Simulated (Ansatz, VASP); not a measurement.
One calculation of ZnS, two programs

File INCAR:

```
PREC     = Accurate       # precision mode
ENCUT    = 520            # plane-wave cutoff, eV
EDIFF    = 1E-7           # SCF threshold, eV
ISMEAR   = 0              # smearing method
SIGMA    = 0.05           # smearing width, eV
LREAL    = F              # projectors in reciprocal space
LASPH    = T              # aspherical terms in the spheres
NELM     = 80             # most SCF steps
ALGO     = Normal         # electronic algorithm
ISIF     = 2              # what is computed and relaxed
LWAVE    = F              # write WAVECAR
LCHARG   = F              # write CHGCAR
GGA      = PE             # functional
NBANDS   = 26             # bands
```

The input KPOINTS:

```
Automatic mesh
0
Gamma
  9 9 4
```

The input POSCAR:

```
ZnS
1.0
    3.8455587354      0.0000000000      0.0000000000
   -1.9227793677      3.3303515566      0.0000000000
    0.0000000000      0.0000000000      6.3037246812
Zn S
2 2
Direct
    0.3137107803      0.6274215606      0.0052003729
    0.6862892197      0.3725784394      0.5052003729
    0.3491903126      0.6983806252      0.3797996271
    0.6508096874      0.3016193748      0.8797996271
```

Input for Ansatz:

```yaml
crystal:
  lattice:
    - [3.8455587354, 0.0, 0.0]
    - [-1.9227793677, 3.3303515566, 0.0]
    - [0.0, 0.0, 6.3037246812]
  atoms:
    - { symbol: Zn, position: [0.3137107803, 0.6274215606, 0.0052003729] }
    - { symbol: Zn, position: [0.6862892197, 0.3725784394, 0.5052003729] }
    - { symbol: S, position: [0.3491903126, 0.6983806252, 0.3797996271] }
    - { symbol: S, position: [0.6508096874, 0.3016193748, 0.8797996271] }
basis:
  ecutwfc: 520.0
kpoints:
  mp_grid: { grid: [9, 9, 4] }
hamiltonian:
  xc: pbe
scf:
  occupations: { method: gaussian, width: 0.05 }
output:
  forces: true
  stress: true
  eigenvalues: true
```

Change from the starting cell: mode 4 frozen in at +0.000 Å and mode 5 at -0.131 Å (largest displacements).

Alike in both runs: task single point; functional PBE; k mesh 9 × 9 × 4; occupations gaussian, width 0.05 eV; no spin polarisation.

|  | VASP | Ansatz |
| --- | --- | --- |
| version | VASP 6.6.1 | Ansatz 0.2.0 |
| potentials or method | VASP PAW PBE potentials, release 64 (Zn, S), cutoff 520 eV | scalar-relativistic, plane waves, PAW |
| valence electrons in the cell | 36 | 36 |

Ansatz gave:

* gap on the k mesh at the Fermi level (eV): 2.04
* least direct gap on the mesh (eV): 2.04
* pressure (GPa): -0.1
* traceless stress, the component that is largest in VASP (GPa): 0.28
* rms of the force components (eV/Å): 0.070

Question: What did VASP give for the same quantities?

Answer: gap on the k mesh at the Fermi level (eV): 2.04; least direct gap on the mesh (eV): 2.04; pressure (GPa): 0.0; traceless stress, the component that is largest in VASP (GPa): 0.28; rms of the force components (eV/Å): 0.070.

Atom by atom the forces differ by 0.001 eV/Å (rms over components).
